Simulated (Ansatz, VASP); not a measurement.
**Two plane-wave programs on Ru**

The input INCAR:

```
PREC     = Accurate       # precision mode
ENCUT    = 520            # plane-wave cutoff, eV
EDIFF    = 1E-8           # SCF threshold, eV
ISMEAR   = -1             # smearing method
SIGMA    = 0.02           # smearing width, eV
LREAL    = False          # projectors in reciprocal space
LASPH    = True           # aspherical terms in the spheres
NELM     = 60             # most SCF steps
ALGO     = Normal         # electronic algorithm
ISIF     = 2              # what is computed and relaxed
LWAVE    = False          # write WAVECAR
LCHARG   = False          # write CHGCAR
GGA      = PE             # functional
LEFG     = True         
NBANDS   = 21             # bands
```

KPOINTS

```
regular mesh
0
Gamma
  18 18 10
```

POSCAR

```
Ru
1.0
    2.7058000000      0.0000000000      0.0000000000
   -1.3529000000      2.3432915376      0.0000000000
    0.0000000000      0.0000000000      4.2819000000
Ru
2
Direct
    0.3333333333      0.6666666667      0.2500000000
    0.6666666667      0.3333333333      0.7500000000
```

Input for Ansatz:

```yaml
crystal:
  lattice:
    - [2.7058, 0.0, 0.0]
    - [-1.3529, 2.3432915376, 0.0]
    - [0.0, 0.0, 4.2819]
  atoms:
    - { symbol: Ru, position: [0.3333333333, 0.6666666667, 0.25] }
    - { symbol: Ru, position: [0.6666666667, 0.3333333333, 0.75] }
kpoints:
  mp_grid: { grid: [18, 18, 10] }
scf:
  occupations: { method: fermi_dirac, width: 0.02 }
hamiltonian:
  xc: pbe
  pseudopotentials: { kind: paw }
output:
  forces: true
  stress: true
  populations: true
  efg: { quadrupole_moments_barn: { Ru: 0.079 }, contact_densities: true }
```

Alike in both runs: task electric field gradients; functional PBE; k mesh 18 × 18 × 10; occupations fermi-dirac, width 0.02 eV; no spin polarisation.

```csv
,VASP,Ansatz
version,VASP 6.6.1,Ansatz 0.2.0
potentials or method,"VASP PAW PBE potentials, release 64 (Ru_pv)","plane-wave PAW, scalar-relativistic"
plane-wave cutoff (eV),520,420
valence electrons in the cell,28,32
```

|  | VASP | Ansatz | Ansatz less VASP |
| --- | --- | --- | --- |
| pressure (GPa) | 4.4 | 4.4 | +0.09 |
| traceless stress, the component that is largest in VASP (GPa) | -0.17 | -0.17 | -0.007 |
| size of Vzz on the site where it differs most (V/Å²) | 13.0 | 9.8 | -3.21 |

VASP's potentials hold 28 valence electrons a cell and Ansatz's 32, so a difference there can come from the potentials and not from the codes.
